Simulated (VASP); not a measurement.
**Al: relaxation of cell and atoms with PBE**

Al:

```
Al
1.0
    -1.27165    1.27165    1.27165
     1.27165   -1.27165    1.27165
     1.27165    1.27165   -1.27165
Al
1
Cartesian
  0.0000 0.0000 0.0000
```

This isn't the form of Al at room conditions, which is fcc.

```yaml
Program: VASP 6.6.1
Task: relaxation of cell and atoms
Functional: PBE
Potentials_or_basis: VASP PAW PBE potentials, release 64 (Al)
Cutoff: 600 eV
k_mesh: 21 × 21 × 21
Occupations: fermi-dirac, width 0.08 eV
Spin: no spin polarisation
Target_pressure: 230 GPa
Dipole_correction: no
Further_INCAR_settings: ALGO = Normal; EDIFF = 1e-06; IBRION = 2; EDIFFG = -0.005; NSW = 60; ISIF = 3
```

| Property | Result |
| --- | --- |
| Relaxed volume | 8.16 Å³/atom |
| Relaxed cell | a = 2.197 Å, b = 2.197 Å, c = 2.197 Å, α = 109.47°, β = 109.47°, γ = 109.47° |
| Space group after relaxing (to 0.1 Å) | Im-3m (No. 229) |
| Energy change on relaxing (the run minimises the enthalpy) | +86.8 meV/atom |
| Ionic steps | 3 |
| Pressure after relaxing | 229.9 GPa |
| Band gap on the k mesh | zero (an odd number of electrons rules out a gap without spin polarisation) |

Step by step:
| step | energy change (eV) | largest force (eV/Å) | pressure (GPa) | volume (Å³) |
| --- | --- | --- | --- | --- |
| 1 | 0.0000 | 0.0000 | 224.20 | 8.23 |
| 2 | 0.5257 | 0.0000 | 259.06 | 7.88 |
| 3 | 0.0868 | 0.0000 | 229.92 | 8.16 |

Final structure:
```
Al
1.0
    -1.26849    1.26849    1.26849
     1.26849   -1.26849    1.26849
     1.26849    1.26849   -1.26849
Al
1
Direct
  0.00000 0.00000 0.00000
```

Levels at points of the mesh, in eV from the Fermi level:
| k point | band 1 | band 2 | band 3 | band 4 | band 5 |
| --- | --- | --- | --- | --- | --- |
| (0.00, 0.00, 0.00) | -16.69 | 18.59 | 18.59 | 18.59 | 23.06 |

Run time: 34 s on 1 thread of Intel Xeon 8259CL (shared host), peak memory 0.13 GiB.

Caveat: the cell is relaxed towards a set pressure, so the run minimises the enthalpy, not the energy.
